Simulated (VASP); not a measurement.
# NaLa3 (Pm-3m) in VASP: notebook

NaLa3 is run at these levels: PBE; tasks: single point.

Program: VASP 6.6.1. These are calculated values, not measurements. Logs are shortened: lines on timing, memory, paths and dates and some standing lists are left out, and cuts for length are marked.

### 1 The cell of the first run

Symmetry: Pm-3m, No. 221, cubic system. The conventional cell has a = 5.256 Å, b = 5.256 Å, c = 5.256 Å, α = 90.00°, β = 90.00°, γ = 90.00°. Within 4.9 Å of Na (site symmetry m-3m) lie 12 La at 3.72 Å. Within 4.9 Å of La (site symmetry 4/mmm) lie 4 Na at 3.72 Å and 8 La at 3.72 Å.

### 2 Single point, PBE

Input file INCAR:

```
  PREC = Accurate
  ENCUT = 520
  EDIFF = 1E-6
  ISMEAR = 1
  SIGMA = 0.1
  LREAL = F
  LASPH = T
  NELM = 100
  ALGO = Normal
  ISIF = 2
  LWAVE = F
  LCHARG = T
  GGA = PE
  LELF = T
  LVHAR = T
  NBANDS = 28
```

Input file KPOINTS:

```
Automatic mesh
0
Gamma
  5 5 5
```

Input file POSCAR:

```
NaLa3
1.0
    5.2562870000      0.0000000000      0.0000000000
    0.0000000000      5.2562870000      0.0000000000
    0.0000000000      0.0000000000      5.2562870000
Na La
1 3
Direct
    0.0000000000      0.0000000000      0.0000000000
    0.5000000000      0.0000000000      0.5000000000
    0.0000000000      0.5000000000      0.5000000000
    0.5000000000      0.5000000000      0.0000000000
```

Potentials or basis: VASP PAW PBE potentials, release 64 (Na_pv, La).

Run with:

```console
$ cat potpaw_PBE.64/Na_pv/POTCAR potpaw_PBE.64/La/POTCAR > POTCAR
$ mpirun -np 1 vasp_std > vasp.out
```

OUTCAR:

```text
PREC = Accurate
   ENCUT = 520
   EDIFF = 1E-6
   ISMEAR = 1
   LREAL = F
   LASPH = T
   NELM = 100
   ISIF = 2
   GGA = PE

 ion  position               nearest neighbor table
   1  0.000  0.000  0.000-
   2  0.500  0.000  0.500-
   3  0.000  0.500  0.500-
   4  0.500  0.500  0.000-

  LATTYP: Found a simple cubic cell.
 ALAT       =     5.2562870000

  Lattice vectors:

 A1 = (   5.2562870000,   0.0000000000,   0.0000000000)
 A2 = (   0.0000000000,   5.2562870000,   0.0000000000)
 A3 = (   0.0000000000,   0.0000000000,   5.2562870000)

Analysis of symmetry for initial positions (statically):
=====================================================================
 Subroutine PRICEL returns:
 Original cell was already a primitive cell.

 Routine SETGRP: Setting up the symmetry group for a
 simple cubic supercell.

 Subroutine GETGRP returns: Found 48 space group operations
 (whereof 48 operations were pure point group operations)
 out of a pool of 48 trial point group operations.

The static configuration has the point symmetry O_h .

Analysis of symmetry for dynamics (positions and initial velocities):
=====================================================================
 Subroutine PRICEL returns:
 Original cell was already a primitive cell.

 Routine SETGRP: Setting up the symmetry group for a
 simple cubic supercell.

 Subroutine GETGRP returns: Found 48 space group operations
 (whereof 48 operations were pure point group operations)
 out of a pool of 48 trial point group operations.

The dynamic configuration has the point symmetry O_h .

 Subroutine INISYM returns: Found 48 space group operations
 (whereof 48 operations are pure point group operations),
 and found     1 'primitive' translations

----------------------------------------------------------------------------------------

                                     Primitive cell

  volume of cell :     145.2236

  direct lattice vectors                    reciprocal lattice vectors
     5.256287000  0.000000000  0.000000000     0.190248364  0.000000000  0.000000000
     0.000000000  5.256287000  0.000000000     0.000000000  0.190248364  0.000000000
     0.000000000  0.000000000  5.256287000     0.000000000  0.000000000  0.190248364

  length of vectors
     5.256287000  5.256287000  5.256287000     0.190248364  0.190248364  0.190248364

  position of ions in fractional coordinates (direct lattice)
     0.000000000  0.000000000  0.000000000
     0.500000000  0.000000000  0.500000000
     0.000000000  0.500000000  0.500000000
     0.500000000  0.500000000  0.000000000

  ion indices of the primitive-cell ions
   primitive index   ion index
                 1           1
                 2           2
                 3           3
                 4           4

----------------------------------------------------------------------------------------

 KPOINTS: Automatic mesh

Automatic generation of k-mesh.
 Grid dimensions read from file:
 generate k-points for:    5    5    5

 Generating k-lattice:

  Cartesian coordinates                     Fractional coordinates (reciprocal lattice)
     0.038049673  0.000000000  0.000000000     0.200000000  0.000000000  0.000000000
     0.000000000  0.038049673  0.000000000     0.000000000  0.200000000  0.000000000
     0.000000000  0.000000000  0.038049673     0.000000000  0.000000000  0.200000000

  Length of vectors
     0.038049673  0.038049673  0.038049673

  Shift w.r.t. Gamma in fractional coordinates (k-lattice)
     0.000000000  0.000000000  0.000000000

 Subroutine IBZKPT returns following result:
 ===========================================

 Found     10 irreducible k-points:

 Following reciprocal coordinates:
            Coordinates               Weight
  0.000000  0.000000  0.000000      1.000000
  0.200000  0.000000  0.000000      6.000000
  0.400000  0.000000  0.000000      6.000000
  0.200000  0.200000  0.000000     12.000000
  0.400000  0.200000  0.000000     24.000000
  0.400000  0.400000  0.000000     12.000000
  0.200000  0.200000  0.200000      8.000000
  0.400000  0.200000  0.200000     24.000000
  0.400000  0.400000  0.200000     24.000000
  0.400000  0.400000  0.400000      8.000000
   k-points           NKPTS =     10   k-points in BZ     NKDIM =     10   number of bands    NBANDS=     28
   number of dos      NEDOS =    301   number of ions     NIONS =      4
   total plane-waves  NPLWV =  64000
   dimension x,y,z NGX =    40 NGY =   40 NGZ =   40
   dimension x,y,z NGXF=    80 NGYF=   80 NGZF=   80
   ions per type =               1   3
   NGX,Y,Z   is equivalent  to a cutoff of  12.65, 12.65, 12.65 a.u.
   NGXF,Y,Z  is equivalent  to a cutoff of  25.30, 25.30, 25.30 a.u.
 SYSTEM =  unknown system
   PREC   = accura    normal or accurate (medium, high low for compatibility)
   ISTART =      0    job   : 0-new  1-cont  2-samecut
   ICHARG =      2    charge: 1-file 2-atom 10-const
   ISPIN  =      1    spin polarized calculation?
   LNONCOLLINEAR =      F non collinear calculations
   LSORBIT =      F    spin-orbit coupling
   LASPH  =      T    aspherical Exc in radial PAW
   ENCUT  =  520.0 eV  38.22 Ry    6.18 a.u.   9.77  9.77  9.77*2*pi/ulx,y,z
   NELM   =    100;   NELMIN=  2; NELMDL= -5     # of ELM steps
   EDIFF  = 0.1E-05   stopping-criterion for ELM
   LREAL  =      F    real-space projection
   EDIFFG = 0.1E-04   stopping-criterion for IOM
   NSW    =      0    number of steps for IOM
   IBRION =     -1    ionic relax: 0-MD 1-quasi-New 2-CG
   NFREE  =      0    steps in history (QN), initial steepest desc. (CG)
   ISIF   =      2    stress and relaxation
   ISYM   =      2    0-nonsym 1-usesym 2-fastsym
   POTIM  = 0.5000    time-step for ionic-motion
   TEBEG  =    0.0;   TEEND  =   0.0 temperature during run
   PSTRESS=    0.0 pullay stress
   NELECT =      40.0000    total number of electrons
   NUPDOWN=      -1.0000    fix difference up-down
   EMIN   =  10.00;   EMAX   =-10.00  energy-range for DOS
   EFERMI =   0.00;   METHOD = LEGACY
   ISMEAR =     1;   SIGMA  =   0.10  broadening in eV -4-tet -1-fermi 0-gaus
   EFERMI_NEDOS =   21; number of points for ismear=-14 and -15
   IALGO  =     38    algorithm
   IMIX   =      4    mixing-type and parameters
     AMIX     =   0.40;   BMIX     =  1.00
     AMIX_MAG =   1.60;   BMIX_MAG =  1.00
  volume/ion in A,a.u.               =      36.31       245.00
  Fermi-wavevector in a.u.,A,eV,Ry     =   1.065162  2.012865 15.436770  1.134571
  Thomas-Fermi vector in A             =   2.200705
   LORBIT       =      0    0 simple, 1 ext, 2 COOP (PROOUT), +10 PAW based schemes
   GGA     = PE    functional components
   LHFCALC =     F    Hartree Fock is set to
   AEXX    =    0.0000 exact exchange contribution
   IVDW    =     0    specifies the selected vdW correction
   LEPSILON=     F    determine dielectric tensor
   LRPA    =     F    only Hartree local field effects (RPA)
 non-spin polarized calculation
 Methfessel and Paxton  Order N= 1 SIGMA  =   0.10
  energy-cutoff  :      520.00
  volume of cell :      145.22
 maximum number of plane-waves:      3924
 NGX is ok and might be reduce to    40
   NGX = 19   NGY = 19   NGZ = 19

 number of electron      40.0000008 magnetization

 Free energy of the ion-electron system (eV)
  ---------------------------------------------------
  ext. energy  EPLUGINS =         0.00000000
  ---------------------------------------------------
  free energy    TOTEN  =       -15.05720164 eV

  energy without entropy =      -15.05187803  energy(sigma->0) =      -15.05542710

 E-fermi :   6.1017     XC(G=0):  -8.9675

 val. band max:        6.0965301205   @ k =   0.2000   0.2000   0.2000
 cond. band min:       6.1175334717   @ k =   0.4000   0.0000   0.0000
 fundamental gap:      0.0210033511
 Fermi energy:         6.1016534789

 k-point     1 :       0.0000    0.0000    0.0000
  band No.  band energies     occupation
      1     -26.9352      2.00000
      2     -26.7266      2.00000
      3     -26.7266      2.00000
      4     -17.5384      2.00000
      5     -17.5384      2.00000
      6     -17.5384      2.00000
[... 20 lines left out ...]
     27       7.7207     -0.00000
     28       7.7377     -0.00000

 k-point     2 :       0.2000    0.0000    0.0000
  band No.  band energies     occupation
      1     -26.9180      2.00000
      2     -26.7444      2.00000
      3     -26.7264      2.00000
      4     -17.5383      2.00000
      5     -17.5383      2.00000
      6     -17.5382      2.00000
[... 20 lines left out ...]
     27       7.6126     -0.00000
     28       7.7336     -0.00000

 k-point     3 :       0.4000    0.0000    0.0000
  band No.  band energies     occupation
      1     -26.8777      2.00000
      2     -26.7853      2.00000
      3     -26.7260      2.00000
      4     -17.5381      2.00000
      5     -17.5381      2.00000
      6     -17.5380      2.00000
[... 20 lines left out ...]
     27       7.4162     -0.00000
     28       7.6220     -0.00000

 k-point     4 :       0.2000    0.2000    0.0000
  band No.  band energies     occupation
      1     -26.9020      2.00000
      2     -26.7508      2.00000
      3     -26.7360      2.00000
      4     -17.5384      2.00000
      5     -17.5382      2.00000
      6     -17.5381      2.00000
[... 144 lines left out ...]
     27       7.5871     -0.00000
     28       7.6857     -0.00000

 k-point     9 :       0.4000    0.4000    0.2000
  band No.  band energies     occupation
      1     -26.8241      2.00000
      2     -26.7890      2.00000
      3     -26.7740      2.00000
      4     -17.5386      2.00000
      5     -17.5386      2.00000
      6     -17.5382      2.00000
[... 20 lines left out ...]
     27       7.6044     -0.00000
     28       7.6663     -0.00000

 k-point    10 :       0.4000    0.4000    0.4000
  band No.  band energies     occupation
      1     -26.8086      2.00000
      2     -26.7885      2.00000
      3     -26.7885      2.00000
      4     -17.5389      2.00000
      5     -17.5389      2.00000
      6     -17.5387      2.00000
[... 20 lines left out ...]
     27       7.5383     -0.00000
     28       7.6783     -0.00000

------------------------ aborting loop because EDIFF is reached ----------------------------------------

  FORCE on cell =-STRESS in cart. coord.  units (eV):
  Direction    XX          YY          ZZ          XY          YZ          ZX
  --------------------------------------------------------------------------------------
  -------------------------------------------------------------------------------------
  Total        0.2095011      0.2095011      0.2095011      0.0000000      0.0000000      0.0000000
  in kB        2.3113176      2.3113176      2.3113176      0.0000000      0.0000000      0.0000000
  external PRESSURE =       2.3113176 kB  Pullay stress =       0.0000000 kB

 VOLUME and BASIS-vectors are now :
 -----------------------------------------------------------------------------
  energy-cutoff  :      520.00
  volume of cell :      145.22
      direct lattice vectors                 reciprocal lattice vectors
     5.256287000  0.000000000  0.000000000     0.190248364  0.000000000  0.000000000
     0.000000000  5.256287000  0.000000000     0.000000000  0.190248364  0.000000000
     0.000000000  0.000000000  5.256287000     0.000000000  0.000000000  0.190248364

 POSITION                                       TOTAL-FORCE (eV/Angst)
 -----------------------------------------------------------------------------------
      0.00000      0.00000      0.00000         0.000000      0.000000      0.000000
      2.62814      0.00000      2.62814         0.000000      0.000000      0.000000
      0.00000      2.62814      2.62814         0.000000      0.000000      0.000000
      2.62814      2.62814      0.00000         0.000000      0.000000      0.000000
 -----------------------------------------------------------------------------------
    total drift:                                0.000000     -0.000000     -0.000000

  FREE ENERGIE OF THE ION-ELECTRON SYSTEM (eV)
  ---------------------------------------------------
  free  energy   TOTEN  =       -15.0572016411 eV

  energy  without entropy=      -15.0518780306  energy(sigma->0) =      -15.05542710
```

It took 84 s on 1 thread of Intel Xeon 8259CL, shared host; peak memory 0.26 GiB.

What came out:

```yaml
Free_energy: -15.0572 eV
Pressure: 0.2 GPa
Band_gap_on_the_k_mesh: zero (bands 20 and 21 overlap by 1.37 eV)
```

Caveat: spin-orbit coupling is left out, which moves the levels of the heavy elements.

### 3 Single point, PBE

Input file INCAR:

```
SYSTEM = NaLa3
ALGO = Normal
EDIFF = 1E-7
ENCUT = 520
GGA = PE
ISIF = 2
ISMEAR = 1
LASPH = .TRUE.
LCHARG = .FALSE.
LREAL = .FALSE.
LWAVE = .FALSE.
NBANDS = 28
NELM = 100
PREC = Accurate
SIGMA = 0.05
```

Input file KPOINTS:

```
k-points
0
G
  5 5 5
  0 0 0
```

POSCAR is that of step 2.

Potentials or basis: VASP PAW PBE potentials, release 64 (Na_pv, La).

Run with:

```console
$ cat potpaw_PBE.64/Na_pv/POTCAR potpaw_PBE.64/La/POTCAR > POTCAR
$ mpirun -np 1 vasp_std > vasp.out
```

It took 78 s on 1 thread of Intel Xeon 8259CL, shared host; peak memory 0.26 GiB.

Results (log left out):

```
Free energy            : -15.0541 eV
Pressure               : 0.2 GPa
Band gap on the k mesh : zero (bands 20 and 21 overlap by 1.37 eV)
```

Levels at points of the mesh, in eV from the Fermi level:
```
           k point  band 17  band 18  band 19  band 20  band 21  band 22  band 23  band 24
(0.00, 0.00, 0.00)    -2.13    -0.90    -0.90    -0.74    -0.74    -0.74     1.31     1.46
```

Caveat: spin-orbit coupling is left out, which moves the levels of the heavy elements.

### 4 Single point, PBE

Input file INCAR:

```
ALGO = Normal
EDIFF = 1E-6
ENCUT = 520
GGA = PE
ISIF = 2
ISMEAR = 1
LASPH = T
LCHARG = F
LREAL = F
LWAVE = F
NBANDS = 28
NELM = 100
PREC = Accurate
SIGMA = 0.025
```

Input file KPOINTS:

```
k-points
0
Gamma
  5 5 5
```

POSCAR is that of step 3.

Run with:

```console
$ cat potpaw_PBE.64/Na_pv/POTCAR potpaw_PBE.64/La/POTCAR > POTCAR
$ mpirun -np 1 vasp_std > vasp.out
```

Wall time 79 s (1 thread of Intel Xeon 8259CL, shared host); peak memory 0.26 GiB.

Results (log left out):

```
Free energy            : -15.0529 eV
Pressure               : 0.3 GPa
Band gap on the k mesh : zero (bands 20 and 21 overlap by 1.37 eV)
```

Levels at points of the mesh, in eV from the Fermi level:
| k point | band 18 | band 19 | band 20 | band 21 | band 22 | band 23 |
| --- | --- | --- | --- | --- | --- | --- |
| (0.00, 0.00, 0.00) | -0.90 | -0.90 | -0.74 | -0.74 | -0.74 | 1.31 |

Caveat: spin-orbit coupling is left out, which moves the levels of the heavy elements.

### 5 Summary

| smearing | gap on the mesh (eV) | pressure (GPa) |
| --- | --- | --- |
| methfessel-paxton 0.1 eV | none | 0.2 |
| methfessel-paxton 0.05 eV | none | 0.2 |
| methfessel-paxton 0.025 eV | none | 0.3 |

Alike in all rows: task single point; level PBE; potentials or basis VASP PAW PBE potentials, release 64 (Na_pv, La); no spin polarisation; cell as given; k mesh 5 × 5 × 5; cutoff (eV) 520.

Caveats: spin-orbit coupling is left out, which moves the levels of the heavy elements.

Total energies depend on the potentials used, so only differences within one code and one set of settings carry meaning.
